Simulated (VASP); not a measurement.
# Sb2S3 (Pnma) in VASP: single point with PBE

Aim: the single point of Sb2S3 with PBE.

Program: VASP 6.6.1. These are calculated values, not measurements. Logs are shortened: lines on timing, memory, paths and dates and some standing lists are left out, and cuts for length are marked.

### Step 1. The cell of the first run

Symmetry: Pnma, No. 62, orthorhombic system. Conventional cell: a = 11.474 Å, b = 3.842 Å, c = 11.206 Å, α = 90.00°, β = 90.00°, γ = 90.00°. Sb (site symmetry m) has 7 S at 2.47 to 3.42 Å within 3.5 Å. Sb (site symmetry m) has 6 S at 2.53 to 3.16 Å within 3.3 Å. Within 3.9 Å of S (site symmetry m) lie 5 Sb at 2.54 to 3.42 Å and 8 S at 3.44 to 3.84 Å. Within 3.3 Å of S (site symmetry m) lie 5 Sb at 2.47 to 3.12 Å. S (site symmetry m) has 3 Sb at 2.53 to 2.68 Å within 3.3 Å.

### Step 2. Single point, PBE

File INCAR:

```
PREC = Accurate ; ENCUT = 500
EDIFF = 1E-6 ; ISMEAR = -1
SIGMA = 0.02 ; LREAL = False
LASPH = True ; NELM = 120
ALGO = Normal ; ISIF = 2
LWAVE = False ; LCHARG = True
GGA = PE ; LELF = True
LVHAR = True ; NBANDS = 72
GGA_COMPAT = False
```

File KPOINTS:

```
regular mesh
0
Gamma
  2 6 2
```

File POSCAR:

```
Sb2S3
1.0
   11.4742503611      0.0000000000      0.0000000000
    0.0000000000      3.8416509770      0.0000000000
    0.0000000000      0.0000000000     11.2061015322
Sb S
8 12
Direct
    0.8524507075      0.7500000000      0.4651344503
    0.1475492925      0.2500000000      0.5348655497
    0.6475492925      0.2500000000      0.9651344503
    0.3524507075      0.7500000000      0.0348655497
    0.9711746733      0.2500000000      0.1734027053
    0.0288253267      0.7500000000      0.8265972947
    0.5288253267      0.7500000000      0.6734027053
    0.4711746733      0.2500000000      0.3265972947
    0.8759922947      0.7500000000      0.0609187025
    0.1240077053      0.2500000000      0.9390812975
    0.6240077053      0.2500000000      0.5609187025
    0.3759922947      0.7500000000      0.4390812975
    0.0495693771      0.7500000000      0.3774422728
    0.9504306229      0.2500000000      0.6225577272
    0.4504306229      0.2500000000      0.8774422728
    0.5495693771      0.7500000000      0.1225577272
    0.2952777587      0.2500000000      0.1909133329
    0.7047222413      0.7500000000      0.8090866671
    0.2047222413      0.7500000000      0.6909133329
    0.7952777587      0.2500000000      0.3090866671
```

Potentials or basis: VASP PAW PBE potentials, release 64 (Sb, S).

Launch:

```console
$ cat potpaw_PBE.64/Sb/POTCAR potpaw_PBE.64/S/POTCAR > POTCAR
$ mpirun -np 1 vasp_std > vasp.out
```

OUTCAR:

```text
PREC = Accurate
   ENCUT = 500
   EDIFF = 1E-6
   ISMEAR = -1
   LREAL = False
   LASPH = True
   NELM = 120
   ISIF = 2
   GGA = PE

 ion  position               nearest neighbor table
   1  0.852  0.750  0.465-  13 2.47  20 2.68  20 2.68  14 2.84  14 2.84
   2  0.148  0.250  0.535-  14 2.47  19 2.68  19 2.68  13 2.84  13 2.84
   3  0.648  0.250  0.965-  15 2.47  18 2.68  18 2.68  16 2.84  16 2.84
   4  0.352  0.750  0.035-  16 2.47  17 2.68  17 2.68  15 2.84  15 2.84
   5  0.971  0.250  0.173-  20 2.53   9 2.54   9 2.54  13 3.12  13 3.12  10 3.16
   6  0.029  0.750  0.827-  19 2.53  10 2.54  10 2.54  14 3.12  14 3.12   9 3.16
   7  0.529  0.750  0.673-  18 2.53  11 2.54  11 2.54  15 3.12  15 3.12  12 3.16
   8  0.471  0.250  0.327-  17 2.53  12 2.54  12 2.54  16 3.12  16 3.12  11 3.16
   9  0.876  0.750  0.061-   5 2.54   5 2.54   6 3.16
  10  0.124  0.250  0.939-   6 2.54   6 2.54   5 3.16
  11  0.624  0.250  0.561-   7 2.54   7 2.54   8 3.16
  12  0.376  0.750  0.439-   8 2.54   8 2.54   7 3.16
  13  0.050  0.750  0.377-   1 2.47   2 2.84   2 2.84   5 3.12   5 3.12
  14  0.950  0.250  0.623-   2 2.47   1 2.84   1 2.84   6 3.12   6 3.12
  15  0.450  0.250  0.877-   3 2.47   4 2.84   4 2.84   7 3.12   7 3.12
  16  0.550  0.750  0.123-   4 2.47   3 2.84   3 2.84   8 3.12   8 3.12
  17  0.295  0.250  0.191-   8 2.53   4 2.68   4 2.68
  18  0.705  0.750  0.809-   7 2.53   3 2.68   3 2.68
  19  0.205  0.750  0.691-   6 2.53   2 2.68   2 2.68
  20  0.795  0.250  0.309-   5 2.53   1 2.68   1 2.68

  LATTYP: Found a simple orthorhombic cell.
 ALAT       =     3.8416509770
 B/A-ratio  =     2.9170014661
 C/A-ratio  =     2.9868018802

  Lattice vectors:

 A1 = (   0.0000000000,   3.8416509770,   0.0000000000)
 A2 = (   0.0000000000,   0.0000000000,  11.2061015322)
 A3 = (  11.4742503611,   0.0000000000,   0.0000000000)

Analysis of symmetry for initial positions (statically):
=====================================================================
 Subroutine PRICEL returns:
 Original cell was already a primitive cell.

 Routine SETGRP: Setting up the symmetry group for a
 simple orthorhombic supercell.

 Subroutine GETGRP returns: Found  8 space group operations
 (whereof  2 operations were pure point group operations)
 out of a pool of  8 trial point group operations.

The static configuration has the point symmetry S_2 .
 The point group associated with its full space group is D_2h.

Analysis of symmetry for dynamics (positions and initial velocities):
=====================================================================
 Subroutine PRICEL returns:
 Original cell was already a primitive cell.

 Routine SETGRP: Setting up the symmetry group for a
 simple orthorhombic supercell.

[... 140 lines left out ...]
   POTIM  = 0.5000    time-step for ionic-motion
   TEBEG  =    0.0;   TEEND  =   0.0 temperature during run
   PSTRESS=    0.0 pullay stress
   NELECT =     112.0000    total number of electrons
   NUPDOWN=      -1.0000    fix difference up-down
   EMIN   =  10.00;   EMAX   =-10.00  energy-range for DOS
   EFERMI =   0.00;   METHOD = LEGACY
   ISMEAR =    -1;   SIGMA  =   0.02  broadening in eV -4-tet -1-fermi 0-gaus
   EFERMI_NEDOS =   21; number of points for ismear=-14 and -15
   IALGO  =     38    algorithm
   IMIX   =      4    mixing-type and parameters
     AMIX     =   0.40;   BMIX     =  1.00
     AMIX_MAG =   1.60;   BMIX_MAG =  1.00
  volume/ion in A,a.u.               =      24.70       166.67
  Fermi-wavevector in a.u.,A,eV,Ry     =   0.998271  1.886459 13.558825  0.996546
  Thomas-Fermi vector in A             =   2.130484
   LORBIT       =      0    0 simple, 1 ext, 2 COOP (PROOUT), +10 PAW based schemes
   GGA     = PE    functional components
   LHFCALC =     F    Hartree Fock is set to
   AEXX    =    0.0000 exact exchange contribution
   IVDW    =     0    specifies the selected vdW correction
   LEPSILON=     F    determine dielectric tensor
   LRPA    =     F    only Hartree local field effects (RPA)
 non-spin polarized calculation
  energy-cutoff  :      500.00
  volume of cell :      493.97
 maximum number of plane-waves:     12586
 NGX is ok and might be reduce to    84
   NGX = 41   NGY = 15   NGZ = 41

 number of electron     111.9999989 magnetization

 Free energy of the ion-electron system (eV)
  ---------------------------------------------------
  ext. energy  EPLUGINS =         0.00000000
  ---------------------------------------------------
  free energy    TOTEN  =       -87.62562582 eV

  energy without entropy =      -87.62562582  energy(sigma->0) =      -87.62562582

 E-fermi :   5.5427     XC(G=0):  -9.3517

 val. band max:        5.0685600437   @ k =   0.0000   0.0000   0.0000
 cond. band min:       6.3549199123   @ k =   0.0000   0.0000   0.5000
 fundamental gap:      1.2863598686
 Fermi energy:         5.5426554214

 k-point     1 :       0.0000    0.0000    0.0000
  band No.  band energies     occupation
      1      -9.1688      2.00000
      2      -8.9332      2.00000
      3      -8.4659      2.00000
      4      -8.3619      2.00000
      5      -8.2555      2.00000
      6      -8.0587      2.00000
[... 1125 lines left out ...]
     67       8.5283      0.00000
     68       8.5283      0.00000
 [bands above 68 left out]

------------------------ aborting loop because EDIFF is reached ----------------------------------------

  FORCE on cell =-STRESS in cart. coord.  units (eV):
  Direction    XX          YY          ZZ          XY          YZ          ZX
  --------------------------------------------------------------------------------------
  -------------------------------------------------------------------------------------
  Total        7.0810991      6.2131835      5.6087338      0.0000000     -0.0000000      0.0000000
  in kB       22.9675396     20.1524561     18.1919240      0.0000000     -0.0000000      0.0000000
  external PRESSURE =      20.4373066 kB  Pullay stress =       0.0000000 kB

 VOLUME and BASIS-vectors are now :
 -----------------------------------------------------------------------------
  energy-cutoff  :      500.00
  volume of cell :      493.97
      direct lattice vectors                 reciprocal lattice vectors
    11.474250361  0.000000000  0.000000000     0.087151663  0.000000000  0.000000000
     0.000000000  3.841650977  0.000000000     0.000000000  0.260304751  0.000000000
     0.000000000  0.000000000 11.206101532     0.000000000  0.000000000  0.089237100

 POSITION                                       TOTAL-FORCE (eV/Angst)
 -----------------------------------------------------------------------------------
      9.78123      2.88124      5.21234        -0.140548      0.000000      0.119031
      1.69302      0.96041      5.99376         0.140548      0.000000     -0.119031
      7.43014      0.96041     10.81539         0.140548      0.000000      0.119031
      4.04411      2.88124      0.39071        -0.140548      0.000000     -0.119031
     11.14350      0.96041      1.94317         0.245427     -0.000000      0.101031
      0.33075      2.88124      9.26293        -0.245427     -0.000000     -0.101031
[... 12 lines left out ...]
      2.34903      2.88124      7.74244         0.166420      0.000000     -0.018172
      9.12522      0.96041      3.46366        -0.166420      0.000000      0.018172
 -----------------------------------------------------------------------------------
    total drift:                               -0.000000      0.000000      0.000000

  FREE ENERGIE OF THE ION-ELECTRON SYSTEM (eV)
  ---------------------------------------------------
  free  energy   TOTEN  =       -87.6256258239 eV

  energy  without entropy=      -87.6256258239  energy(sigma->0) =      -87.62562582
```

OSZICAR:

```text
N       E                     dE             d eps       ncg     rms          rms(c)
DAV:   1     0.701901405105E+03    0.70190E+03   -0.41900E+04  2304   0.127E+03
DAV:   2    -0.782426908273E+01   -0.70973E+03   -0.67956E+03  2808   0.222E+02
DAV:   3    -0.891931661042E+02   -0.81369E+02   -0.79765E+02  2800   0.818E+01
DAV:   4    -0.917469035676E+02   -0.25537E+01   -0.25252E+01  2896   0.155E+01
DAV:   5    -0.918507863271E+02   -0.10388E+00   -0.10368E+00  2968   0.302E+00    0.208E+01
DAV:   6    -0.876002569145E+02    0.42505E+01   -0.10136E+01  2592   0.835E+00    0.154E+01
DAV:   7    -0.876485884949E+02   -0.48332E-01   -0.27329E+00  2944   0.400E+00    0.527E+00
DAV:   8    -0.876209861946E+02    0.27602E-01   -0.24119E-01  2720   0.148E+00    0.185E+00
DAV:   9    -0.876245190558E+02   -0.35329E-02   -0.32559E-02  2824   0.666E-01    0.442E-01
DAV:  10    -0.876249304482E+02   -0.41139E-03   -0.33516E-03  2712   0.191E-01    0.193E-01
DAV:  11    -0.876254307373E+02   -0.50029E-03   -0.65652E-04  2792   0.904E-02    0.855E-02
DAV:  12    -0.876255400036E+02   -0.10927E-03   -0.10014E-04  2768   0.330E-02    0.352E-02
DAV:  13    -0.876256136964E+02   -0.73693E-04   -0.74751E-05  2568   0.272E-02    0.159E-02
DAV:  14    -0.876256226771E+02   -0.89807E-05   -0.87841E-06  2712   0.878E-03    0.112E-02
DAV:  15    -0.876256257477E+02   -0.30706E-05   -0.29166E-06  2128   0.502E-03    0.257E-03
DAV:  16    -0.876256258239E+02   -0.76112E-07   -0.19650E-07  1728   0.144E-03
   1 F= -.87625626E+02 E0= -.87625626E+02  d E =-.301868E-11
```

stdout:

```text
POSCAR found type information on POSCAR SbS
 POSCAR found :  2 types and      20 ions
 scaLAPACK will be used
 -----------------------------------------------------------------------------
|                                                                             |
|                                                                             |
|     You have a (more or less) 'large supercell' and for larger cells it     |
|     might be more efficient to use real-space projection operators.         |
|     Therefore, try LREAL= Auto in the INCAR file.                           |
|     Mind: For very accurate calculation, you might also keep the            |
|     reciprocal projection scheme (i.e. LREAL=.FALSE.).                      |
|                                                                             |
 -----------------------------------------------------------------------------

 LDA part: xc-table for (Slater+PW92), standard interpolation
 POSCAR, INCAR and KPOINTS ok, starting setup
 FFT: planning ... GRIDC
 FFT: planning ... GRID_SOFT
 FFT: planning ... GRID
 WAVECAR not read
 entering main loop
```

Wall time 11 min (1 thread of Intel Xeon Platinum 8259CL at 2.50GHz (Skylake/Cascade Lake), shared host); peak memory 0.69 GiB.

Results:

* Free energy: -87.6256 eV
* Pressure: 2.0 GPa
* Largest force: 0.265 eV/Å
* Band gap on the k mesh: 1.29 eV (least direct gap 1.37 eV)

Forces on the atoms (eV/Å):
```
Sb  -0.141  0.000  0.119
Sb   0.141  0.000 -0.119
Sb   0.141  0.000  0.119
Sb  -0.141  0.000 -0.119
Sb   0.245  0.000  0.101
Sb  -0.245  0.000 -0.101
Sb  -0.245  0.000  0.101
Sb   0.245  0.000 -0.101
S   -0.146  0.000 -0.180
S    0.146  0.000  0.180
S    0.146  0.000 -0.180
S   -0.146  0.000  0.180
S    0.150  0.000 -0.162
S   -0.150  0.000  0.162
S   -0.150  0.000 -0.162
S    0.150  0.000  0.162
S   -0.166  0.000 -0.018
S    0.166  0.000  0.018
S    0.166  0.000 -0.018
S   -0.166  0.000  0.018
```

Caveat: spin-orbit coupling is left out, which moves the levels of the heavy elements. A k mesh can miss the band edges.
